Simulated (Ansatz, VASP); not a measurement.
Two plane-wave programs on CaO

```
CELL_PARAMETERS angstrom
0.00000 2.40356 2.40356
2.40356 0.00000 2.40356
2.40356 2.40356 0.00000
ATOMIC_POSITIONS crystal
Ca 0.00000 0.00000 0.00000
O 0.50000 0.50000 0.50000
```

Alike in both runs: functional HSE06; k mesh 5 × 5 × 5; occupations fermi-dirac, width 0.05 eV; no spin polarisation.

|  | VASP | Ansatz |
| --- | --- | --- |
| version | VASP 6.6.1 | Ansatz 0.2.0 |
| potentials or method | VASP PAW PBE potentials, release 64 (Ca_sv, O) | Ansatz PAW |
| plane-wave cutoff (eV) | 520 | 420 |
| valence electrons in the cell | 16 | 16 |
| task | single point | band structure |

|  | VASP | Ansatz | Ansatz less VASP |
| --- | --- | --- | --- |
| gap on the k mesh at the Fermi level (eV) | 5.49 | 5.51 | +0.016 |
| least direct gap on the mesh (eV) | 5.91 | 5.93 | +0.016 |
| pressure (GPa) | 0.1 | -0.6 | -0.72 |

The k mesh is coarse, so the values compare programs but aren't converged. Noted on Ansatz's run: the k mesh misses the band edges, so the gap on the mesh is wider than the one along the path.
